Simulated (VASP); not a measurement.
# LiGa12O18 (a cell with a defect) in VASP: a series of runs

The runs below take LiGa12O18 (a cell with a defect) through single point, relaxation of the atoms, with PBE.

Program: VASP 6.6.1. These are calculated values, not measurements. Logs are shortened: lines on timing, memory, paths and dates and some standing lists are left out, and cuts for length are marked.

## Step 1: The cell of the first run

The cell holds a defect, 31 atoms: a = 9.250 Å, b = 5.877 Å, c = 6.416 Å, α = 103.29°, β = 103.90°, γ = 90.00°.

## Step 2: Single point, PBE

INCAR

```
SYSTEM = LiGa12O18
ALGO = Normal
EDIFF = 1E-7
ENCUT = 520
GGA = PE
ISIF = 2
ISMEAR = -1
LASPH = .TRUE.
LCHARG = .FALSE.
LREAL = Auto
LWAVE = .FALSE.
NBANDS = 154
NELECT = 266.0
NELM = 80
PREC = Accurate
SIGMA = 0.01
```

KPOINTS

```
k-points
0
G
  1 1 1
  0 0 0
```

POSCAR

```
LiGa12O18
1.0
    0.0000000000      9.2496621800      0.0000000000
   -1.3977182400      0.0000000000      5.7085775500
    6.2279771500     -1.5416103600      0.0067278600
Ga O Li
12 18 1
Direct
    0.1157827010      0.6706344590      0.6770626986
    0.2334903120      0.2875155561      0.3191432289
    0.3054966939      0.2017830788      0.8256186184
    0.0278437721      0.7860011283      0.1408478375
    0.4429377256      0.6868726215      0.6748614021
    0.5587614738      0.2995910682      0.3178059028
    0.6340317452      0.2076980387      0.8190775615
    0.3653262937      0.7738327433      0.1735729136
    0.7712476129      0.6893416047      0.6791151015
    0.8841299063      0.3446166296      0.3126172274
    0.9749309797      0.2206034511      0.8536282872
    0.6903971472      0.7860998868      0.1615423637
    0.1731658540      0.7214399024     -0.0052959875
    0.1722802545      0.2611063899      1.0043200245
    0.2711970350      0.4161050929      0.6361321795
    0.0355238905      0.6053420988      0.3559355854
    0.0510801201      0.1033135550      0.2931926686
    0.2766515584      0.8899702752      0.6790668278
    0.4981296833      0.7272083689     -0.0045139213
    0.5006144715      0.2552533090      0.9970020853
    0.6088538934      0.4237691560      0.6389713358
    0.3892933502      0.5583017344      0.3536418751
    0.3957526178      0.0869469129      0.3167136357
    0.6089143173      0.8946218066      0.6801626138
    0.8292224420      0.7318458402     -0.0060544089
    0.8263072847      0.2719179508      0.9970912754
    0.9497726531      0.4109057188      0.6407443897
    0.7218227444      0.5739657177      0.3548215254
    0.7344310803      0.0957868476      0.3221458550
    0.9491521879      0.8986678995      0.7144328580
    0.9432251662      0.9890420856      0.4645688469
```

Potentials or basis: VASP PAW PBE potentials, release 64 (Ga_d, O, Li_sv).

The run is started by

```
> cat potpaw_PBE.64/Ga_d/POTCAR potpaw_PBE.64/O/POTCAR potpaw_PBE.64/Li_sv/POTCAR > POTCAR
> mpirun -np 1 vasp_gam > vasp.out
```

OUTCAR:

```text
SYSTEM = LiGa12O18
   EDIFF = 1E-7
   ENCUT = 520
   GGA = PE
   ISIF = 2
   ISMEAR = -1
   LASPH = .TRUE.
   LREAL = Auto
   NELECT = 266.0
   NELM = 80
   PREC = Accurate

 ion  position               nearest neighbor table
   1  0.116  0.671  0.677-  13 1.93  16 1.96  18 1.96  30 2.06  15 2.09  27 2.10
   2  0.233  0.288  0.319-  23 1.91  14 1.93  15 1.94  17 1.96  22 2.08
   3  0.305  0.202  0.826-  18 1.84  14 1.86  20 1.86  15 1.92
   4  0.028  0.786  0.141-  13 1.81  25 1.84  17 1.88  16 1.91  31 2.45
   5  0.443  0.687  0.675-  18 1.95  24 1.95  19 1.95  22 1.96  15 2.18  21 2.19
   6  0.559  0.300  0.318-  20 1.95  23 1.96  21 1.96  29 2.02  28 2.14  22 2.20
   7  0.634  0.208  0.819-  24 1.84  20 1.85  26 1.85  21 1.88
   8  0.365  0.774  0.174-  23 1.85  19 1.85  13 1.85  22 1.88
   9  0.771  0.689  0.679-  25 1.92  24 1.93  28 1.97  30 1.99  21 2.09  27 2.34
  10  0.884  0.345  0.313-  26 1.91  27 1.99  16 2.00  29 2.04  28 2.04  17 2.10  31 2.51
  11  0.975  0.221  0.854-  26 1.82  14 1.84  30 1.89  27 1.93  31 2.50
  12  0.690  0.786  0.162-  19 1.83  25 1.85  29 1.86  28 1.93  31 2.72
  13  0.173  0.721  0.995-   4 1.81   8 1.85   1 1.93
  14  0.172  0.261  0.004-  11 1.84   3 1.86   2 1.93
  15  0.271  0.416  0.636-   3 1.92   2 1.94   1 2.09   5 2.18
  16  0.036  0.605  0.356-   4 1.91   1 1.96  10 2.00
  17  0.051  0.103  0.293-  31 1.88   4 1.88   2 1.96  10 2.10
  18  0.277  0.890  0.679-   3 1.84   5 1.95   1 1.96
  19  0.498  0.727  0.995-  12 1.83   8 1.85   5 1.95
  20  0.501  0.255  0.997-   7 1.85   3 1.86   6 1.95
  21  0.609  0.424  0.639-   7 1.88   6 1.96   9 2.09   5 2.19
  22  0.389  0.558  0.354-   8 1.88   5 1.96   2 2.08   6 2.20
  23  0.396  0.087  0.317-   8 1.85   2 1.91   6 1.96
  24  0.609  0.895  0.680-   7 1.84   9 1.93   5 1.95
  25  0.829  0.732  0.994-   4 1.84  12 1.85   9 1.92
  26  0.826  0.272  0.997-  11 1.82   7 1.85  10 1.91
  27  0.950  0.411  0.641-  11 1.93  10 1.99   1 2.10   9 2.34
  28  0.722  0.574  0.355-  12 1.93   9 1.97  10 2.04   6 2.14
  29  0.734  0.096  0.322-  12 1.86   6 2.02  10 2.04  31 2.09
  30  0.949  0.899  0.714-  31 1.79  11 1.89   9 1.99   1 2.06
  31  0.943  0.989  0.465-  30 1.79  17 1.88  29 2.09   4 2.45  11 2.50  10 2.51  12 2.72

  LATTYP: Found a triclinic cell.
 ALAT       =     5.8771994966
 B/A-ratio  =     1.6412011407
 C/A-ratio  =     2.7541529852
 COS(alpha) =     0.0064926560
 COS(beta)  =     0.5439765005
 COS(gamma) =     0.7621873503

  Lattice vectors:

 A1 = (   1.3977182400,   0.0000000000,  -5.7085775500)
 A2 = (   7.6256953900,  -1.5416103600,  -5.7018496900)
 A3 = (  -9.6605178200,  -6.1664414600, -11.4306108200)

Analysis of symmetry for initial positions (statically):
=====================================================================
 Subroutine PRICEL returns:
 Original cell was already a primitive cell.

 Routine SETGRP: Setting up the symmetry group for a
 triclinic supercell.

 Subroutine GETGRP returns: Found  1 space group operations
 (whereof  1 operations were pure point group operations)
 out of a pool of  2 trial point group operations.

The static configuration has the point symmetry C_1 .

Analysis of symmetry for dynamics (positions and initial velocities):
=====================================================================
 Subroutine PRICEL returns:
 Original cell was already a primitive cell.

 Routine SETGRP: Setting up the symmetry group for a
 triclinic supercell.

 Subroutine GETGRP returns: Found  1 space group operations
 (whereof  1 operations were pure point group operations)
 out of a pool of  2 trial point group operations.

The dynamic configuration has the point symmetry C_1 .

 Subroutine INISYM returns: Found  1 space group operations
 (whereof  1 operations are pure point group operations),
 and found     1 'primitive' translations

----------------------------------------------------------------------------------------

                                     Primitive cell

  volume of cell :     328.9392

  direct lattice vectors                    reciprocal lattice vectors
     0.000000000  9.249662180  0.000000000     0.026753887  0.108112056  0.006550563
    -1.397718240  0.000000000  5.708577550    -0.000189185  0.000000000  0.175128666
     6.227977150 -1.541610360  0.006727860     0.160523321  0.000000000  0.039303377

  length of vectors
     9.249662180  5.877199497  6.415941641     0.111565663  0.175128768  0.165264914

  position of ions in fractional coordinates (direct lattice)
     0.115782701  0.670634459  0.677062699
     0.233490312  0.287515556  0.319143229
     0.305496694  0.201783079  0.825618618
     0.027843772  0.786001128  0.140847837
     0.442937726  0.686872622  0.674861402
     0.558761474  0.299591068  0.317805903
[... 23 lines left out ...]
     0.949152188  0.898667899  0.714432858
     0.943225166  0.989042086  0.464568847

  ion indices of the primitive-cell ions
   primitive index   ion index
                 1           1
                 2           2
                 3           3
                 4           4
                 5           5
                 6           6
[... 23 lines left out ...]
                30          30
                31          31

----------------------------------------------------------------------------------------

 KPOINTS: k-points

Automatic generation of k-mesh.
 Grid dimensions read from file:
 generate k-points for:    1    1    1

 Generating k-lattice:

  Cartesian coordinates                     Fractional coordinates (reciprocal lattice)
     0.026753887  0.108112056  0.006550563     1.000000000  0.000000000  0.000000000
    -0.000189185  0.000000000  0.175128666     0.000000000  1.000000000  0.000000000
     0.160523321  0.000000000  0.039303377     0.000000000 -0.000000000  1.000000000

  Length of vectors
     0.111565663  0.175128768  0.165264914

  Shift w.r.t. Gamma in fractional coordinates (k-lattice)
     0.000000000  0.000000000  0.000000000

 Subroutine IBZKPT returns following result:
 ===========================================

 Found      1 irreducible k-points:

 Following reciprocal coordinates:
            Coordinates               Weight
  0.000000  0.000000  0.000000      1.000000
   k-points           NKPTS =      1   k-points in BZ     NKDIM =      1   number of bands    NBANDS=    154
   number of dos      NEDOS =    301   number of ions     NIONS =     31
   total plane-waves  NPLWV = 161280
   dimension x,y,z NGX =    70 NGY =   48 NGZ =   48
   dimension x,y,z NGXF=   140 NGYF=   96 NGZF=   96
   ions per type =              12  18   1
   NGX,Y,Z   is equivalent  to a cutoff of  12.58, 13.58, 12.44 a.u.
   NGXF,Y,Z  is equivalent  to a cutoff of  25.16, 27.16, 24.87 a.u.
 SYSTEM =  LiGa12O18
   PREC   = accura    normal or accurate (medium, high low for compatibility)
   ISTART =      0    job   : 0-new  1-cont  2-samecut
   ICHARG =      2    charge: 1-file 2-atom 10-const
   ISPIN  =      1    spin polarized calculation?
   LNONCOLLINEAR =      F non collinear calculations
   LSORBIT =      F    spin-orbit coupling
   LASPH  =      T    aspherical Exc in radial PAW
   ENCUT  =  520.0 eV  38.22 Ry    6.18 a.u.  17.20 10.93 11.93*2*pi/ulx,y,z
   NELM   =     80;   NELMIN=  2; NELMDL= -5     # of ELM steps
   EDIFF  = 0.1E-06   stopping-criterion for ELM
   LREAL  =      T    real-space projection
   EDIFFG = 0.1E-05   stopping-criterion for IOM
   NSW    =      0    number of steps for IOM
   IBRION =     -1    ionic relax: 0-MD 1-quasi-New 2-CG
   NFREE  =      0    steps in history (QN), initial steepest desc. (CG)
   ISIF   =      2    stress and relaxation
   ISYM   =      2    0-nonsym 1-usesym 2-fastsym
   POTIM  = 0.5000    time-step for ionic-motion
   TEBEG  =    0.0;   TEEND  =   0.0 temperature during run
   PSTRESS=    0.0 pullay stress
   NELECT =     266.0000    total number of electrons
   NUPDOWN=      -1.0000    fix difference up-down
   EMIN   =  10.00;   EMAX   =-10.00  energy-range for DOS
   EFERMI =   0.00;   METHOD = LEGACY
   ISMEAR =    -1;   SIGMA  =   0.01  broadening in eV -4-tet -1-fermi 0-gaus
   EFERMI_NEDOS =   21; number of points for ismear=-14 and -15
   IALGO  =     38    algorithm
   IMIX   =      4    mixing-type and parameters
     AMIX     =   0.40;   BMIX     =  1.00
     AMIX_MAG =   1.60;   BMIX_MAG =  1.00
  volume/ion in A,a.u.               =      10.61        71.61
  Fermi-wavevector in a.u.,A,eV,Ry     =   1.525212  2.882232 31.650840  2.326271
  Thomas-Fermi vector in A             =   2.633413
   LORBIT       =      0    0 simple, 1 ext, 2 COOP (PROOUT), +10 PAW based schemes
   GGA     = PE    functional components
   LHFCALC =     F    Hartree Fock is set to
   AEXX    =    0.0000 exact exchange contribution
   IVDW    =     0    specifies the selected vdW correction
   LEPSILON=     F    determine dielectric tensor
   LRPA    =     F    only Hartree local field effects (RPA)
 non-spin polarized calculation
  energy-cutoff  :      520.00
  volume of cell :      328.94
 maximum number of plane-waves:      4413
 NGX is ok and might be reduce to    70
   NGX = 35   NGY = 21   NGZ = 23

 number of electron     266.0000014 magnetization

 Free energy of the ion-electron system (eV)
  ---------------------------------------------------
  ext. energy  EPLUGINS =         0.00000000
  ---------------------------------------------------
  free energy    TOTEN  =      -183.34849606 eV

  energy without entropy =     -183.34849606  energy(sigma->0) =     -183.34849606

 E-fermi :   3.9241     XC(G=0): -11.3924

 val. band max:        3.6857685540   @ k =   0.0000   0.0000   0.0000
 cond. band min:       5.6814533235   @ k =   0.0000   0.0000   0.0000
 fundamental gap:      1.9956847695
 Fermi energy:         3.9241318702

 k-point     1 :       0.0000    0.0000    0.0000
  band No.  band energies     occupation
      1     -39.8522      2.00000
      2     -14.9887      2.00000
      3     -14.4081      2.00000
      4     -14.3319      2.00000
      5     -14.1232      2.00000
      6     -13.9428      2.00000
[... 137 lines left out ...]
    144      10.9718      0.00000
    145      11.0808      0.00000
 [bands above 145 left out]

------------------------ aborting loop because EDIFF is reached ----------------------------------------

  FORCE on cell =-STRESS in cart. coord.  units (eV):
  Direction    XX          YY          ZZ          XY          YZ          ZX
  --------------------------------------------------------------------------------------
  -------------------------------------------------------------------------------------
  Total       -1.5421828     -0.3182464      1.2520234     -3.6116757     -1.8757697     -0.2686254
  in kB       -7.5115715     -1.5500956      6.0982802    -17.5915332     -9.1363863     -1.3084045
  external PRESSURE =      -0.9877956 kB  Pullay stress =       0.0000000 kB

 VOLUME and BASIS-vectors are now :
 -----------------------------------------------------------------------------
  energy-cutoff  :      520.00
  volume of cell :      328.94
      direct lattice vectors                 reciprocal lattice vectors
     0.000000000  9.249662180  0.000000000     0.026753887  0.108112056  0.006550563
    -1.397718240  0.000000000  5.708577550    -0.000189185  0.000000000  0.175128666
     6.227977150 -1.541610360  0.006727860     0.160523321  0.000000000  0.039303377

 POSITION                                       TOTAL-FORCE (eV/Angst)
 -----------------------------------------------------------------------------------
      3.27937      0.02718      3.83292         0.004568      0.008795      0.047119
      1.58575      1.66771      1.64345        -0.017633     -0.024341      0.019733
      4.85990      1.55296      1.15745         0.006327     -0.024944      0.007122
     -0.22141      0.04041      4.48790         0.006696      0.045721      0.017259
      3.24297      3.05665      3.92561        -0.000349      0.003488     -0.024313
      1.56054      4.67842      1.71238        -0.005851     -0.011610     -0.001926
[... 23 lines left out ...]
      3.19339      7.67796      5.13492         0.008063      0.010824     -0.000676
      1.51092      8.00833      5.64915        -0.133014     -0.253552      0.060710
 -----------------------------------------------------------------------------------
    total drift:                               -0.022549     -0.000958     -0.016454

  FREE ENERGIE OF THE ION-ELECTRON SYSTEM (eV)
  ---------------------------------------------------
  free  energy   TOTEN  =      -183.3484960640 eV

  energy  without entropy=     -183.3484960639  energy(sigma->0) =     -183.34849606
```

Wall time 2.8 min (1 thread of Intel Xeon Platinum 8259CL at 2.50GHz (Skylake/Cascade Lake), shared host); peak memory 0.38 GiB.

Results:

```yaml
Free_energy: -183.3485 eV
Largest_force: 0.293 eV/Å
```

Forces on the atoms (eV/Å):
```
Ga   0.005  0.009  0.047
Ga  -0.018 -0.024  0.020
Ga   0.006 -0.025  0.007
Ga   0.007  0.046  0.017
Ga   0.000  0.003 -0.024
Ga  -0.006 -0.012 -0.002
Ga  -0.011  0.000 -0.014
Ga   0.011 -0.025 -0.001
Ga   0.016  0.058 -0.063
Ga  -0.013  0.035 -0.012
Ga   0.018  0.060  0.019
Ga  -0.015  0.006 -0.024
O    0.015  0.010  0.007
O   -0.006  0.003 -0.002
O    0.017 -0.010  0.013
O    0.013  0.045 -0.026
O    0.029 -0.009  0.003
O   -0.010  0.017  0.014
O   -0.017 -0.007 -0.026
O    0.015  0.009  0.005
O    0.000  0.003  0.015
O   -0.013  0.016  0.002
O    0.020  0.008 -0.046
O   -0.004  0.021 -0.012
O    0.037 -0.001 -0.002
O    0.008  0.003  0.011
O    0.005 -0.034  0.036
O   -0.023  0.002  0.003
O    0.040  0.036 -0.025
O    0.008  0.011 -0.001
Li  -0.133 -0.254  0.061
```

Levels at points of the mesh, in eV from the Fermi level:
```tsv
k point	band 129	band 130	band 131	band 132	band 133	band 134	band 135	band 136	band 137	band 138
(0.00, 0.00, 0.00)	-0.65	-0.51	-0.34	-0.32	-0.24	1.76	4.94	4.96	5.29	5.49
```

Caveat: the k points lie up to 1.10 Å⁻¹ apart, too coarse for converged energies, forces and pressures; the cell carries a net charge on a neutralising background, which shifts energy and pressure; the cell is charged against a uniform background, so pressure and absolute levels hang on convention; the cutoff is under 1.25 times the usual one of these potentials, so pressure, stress and relaxed cells hold a basis-set (Pulay) error.

## Step 3: Single point, PBE

INCAR

```
ALGO = Normal
EDIFF = 1E-6
ENCUT = 520
GGA = PE
ISIF = 2
ISMEAR = -1
LASPH = T
LCHARG = F
LREAL = Auto
LWAVE = F
NBANDS = 154
NELECT = 266.0
NELM = 80
PREC = Accurate
SIGMA = 0.01
```

KPOINTS

```
k-points
0
Gamma
  1 1 1
```

POSCAR

```
LiGa12O18
1.0
    0.0000000000      9.2496621800      0.0000000000
   -1.3977182400      0.0000000000      5.7085775500
    6.2279771500     -1.5416103600      0.0067278600
Ga O Li
12 18 1
Direct
    0.1182530984      0.6545890052      0.6792502430
    0.2334789706      0.2875029715      0.3155522411
    0.3054179641      0.1987268903      0.8264345028
    0.0243018433      0.7828966427      0.1292835375
    0.4438164120      0.6869710498      0.6762161879
    0.5581938080      0.3002584422      0.3182880498
    0.6336372769      0.2106429935      0.8206378140
    0.3666673225      0.7736722243      0.1749604652
    0.7690640726      0.6938094666      0.6771625915
    0.8837593501      0.3349443182      0.3153134213
    0.9723699084      0.2176053900      0.8513488240
    0.6926549125      0.7886489852      0.1678257717
    0.1750691804      0.7175712895     -0.0045116608
    0.1706657860      0.2598875167      1.0015007076
    0.2712841556      0.4119223606      0.6344156861
    0.0340442247      0.6111051130      0.3571820688
    0.0511095599      0.1015901069      0.2880553834
    0.2730301503      0.8873190667      0.6769308786
    0.4995343268      0.7286039077     -0.0029593924
    0.4991879512      0.2570273777      0.9966441277
    0.6077661563      0.4264860766      0.6400486502
    0.3890070991      0.5581222722      0.3544554880
    0.3947072836      0.0868821870      0.3157464727
    0.6066970989      0.8979760861      0.6770168633
    0.8257632780      0.7304328554     -0.0088586829
    0.8260368918      0.2730234629      0.9985922755
    0.9531224466      0.4082604486      0.6410015611
    0.7226227195      0.5741848382      0.3569222507
    0.7292678861      0.0999727789      0.3184725520
    0.9498164189      0.8957274720      0.7210706651
    0.9980865646      0.9572947118      0.4852805665
```

Potentials or basis: VASP PAW PBE potentials, release 64 (Ga_d, O, Li_sv).

The run is started by

```
> cat potpaw_PBE.64/Ga_d/POTCAR potpaw_PBE.64/O/POTCAR potpaw_PBE.64/Li_sv/POTCAR > POTCAR
> mpirun -np 1 vasp_gam > vasp.out
```

Wall time 2.6 min (1 thread of Intel Xeon Platinum 8259CL at 2.50GHz (Skylake/Cascade Lake), shared host); peak memory 0.38 GiB.

The run converged. Its results:

```
Free energy   : -183.2251 eV
Largest force : 0.038 eV/Å
```

Forces in eV/Å, atoms in the order of the input:
```
Ga   0.014  0.008  0.015
Ga  -0.015 -0.017  0.011
Ga  -0.004  0.006 -0.016
Ga  -0.036  0.012 -0.003
Ga   0.019  0.002  0.001
Ga  -0.021 -0.007 -0.007
Ga  -0.011 -0.003 -0.016
Ga   0.006  0.007  0.013
Ga   0.007  0.015 -0.007
Ga  -0.020  0.009 -0.022
Ga   0.005 -0.011  0.007
Ga  -0.006  0.001  0.010
O    0.005  0.003 -0.001
O    0.003 -0.004  0.013
O    0.010  0.009 -0.001
O   -0.005  0.009 -0.012
O   -0.001  0.006  0.020
O   -0.017 -0.012  0.020
O   -0.007 -0.002 -0.006
O    0.014  0.003  0.006
O    0.009 -0.001  0.003
O   -0.008 -0.002 -0.008
O    0.012  0.000 -0.026
O   -0.007 -0.003  0.030
O    0.015 -0.003 -0.009
O    0.000  0.002 -0.002
O    0.012 -0.019  0.008
O   -0.012 -0.007  0.005
O    0.018  0.009 -0.020
O    0.036 -0.006 -0.002
Li  -0.016 -0.007 -0.005
```

Levels at points of the mesh, in eV from the Fermi level:
| k point | band 130 | band 131 | band 132 | band 133 | band 134 | band 135 | band 136 | band 137 |
| --- | --- | --- | --- | --- | --- | --- | --- | --- |
| (0.00, 0.00, 0.00) | -0.55 | -0.40 | -0.34 | -0.25 | 1.72 | 4.91 | 4.94 | 5.25 |

Caveat: the k points lie up to 1.10 Å⁻¹ apart, too coarse for converged energies, forces and pressures; the cell carries a net charge on a neutralising background, which shifts energy and pressure; the cell is charged against a uniform background, so pressure and absolute levels hang on convention; the cutoff is under 1.25 times the usual one of these potentials, so pressure, stress and relaxed cells hold a basis-set (Pulay) error.

[end of part 1 of 3]
